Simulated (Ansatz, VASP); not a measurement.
# One calculation of AlFe, two programs

```xyz
2
Lattice="2.9100 -0.0437 0.0000 -0.0437 2.9100 0.0000 0.0000 0.0000 2.9100" Properties=species:S:1:pos:R:3 pbc="T T T"
Al    0.0000    0.0000    0.0000
Fe    1.4332    1.4332    1.4550
```

Change from the starting cell: xy shear strain of -3 %, crystal datasets.

Alike in both runs: task electric field gradients; functional PBE; k mesh 12 × 12 × 12; occupations fermi-dirac, width 0.05 eV; collinear spin.

|  | VASP | Ansatz |
| --- | --- | --- |
| version | VASP 6.6.1 | Ansatz 0.2.0 |
| potentials or method | VASP PAW PBE potentials, release 64 (Al, Fe), cutoff 520 eV | all-electron PAW with datasets made for the crystal, scalar-relativistic |

```tsv
	VASP	Ansatz	Ansatz less VASP
pressure (GPa)	-5.8	-5.8	-0.02
traceless stress, the component that is largest in VASP (GPa)	3.70	3.71	+0.017
net moment per atom (μB)	0.37	0.37	+0.001
size of the moment on the site where the two differ most (μB)	0.78	0.78	-0.006
size of Vzz on the site where it differs most (V/Å²)	10.0	8.0	-2.00
```

Site moments also hang on the region over which each program counts them. Ansatz ran all-electron here, and VASP with PAW potentials.
